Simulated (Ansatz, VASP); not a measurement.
**Ga in VASP and in Ansatz**

```
Ga
1.0
     0.00000    2.07225    2.07225
     2.07225    0.00000    2.07225
     2.07225    2.07225    0.00000
Ga
1
Direct
  0.00000 0.00000 0.00000
```

Alike in both runs: functional PBEsol; k mesh 18 × 18 × 18; occupations gaussian, width 0.1 eV; no spin polarisation.

Ansatz relaxed the structure, and its values are those at the end. VASP's run is a single point on that final structure, the one shown.

|  | VASP | Ansatz |
| --- | --- | --- |
| version | VASP 6.6.1 | Ansatz 0.2.0 |
| potentials or method | VASP PAW PBE potentials, release 64 (Ga_d), cutoff 520 eV | scalar-relativistic, plane waves, PAW |
| valence electrons in the cell | 13 | 13 |

```csv
,VASP,Ansatz,Ansatz less VASP
gap on the k mesh at the Fermi level (eV),none,none,-
pressure (GPa),0.0,-0.1,-0.04
```

VASP's potentials were made for PBE, not for PBEsol. A gap of «none» marks a metal or a gap that the smearing closes.
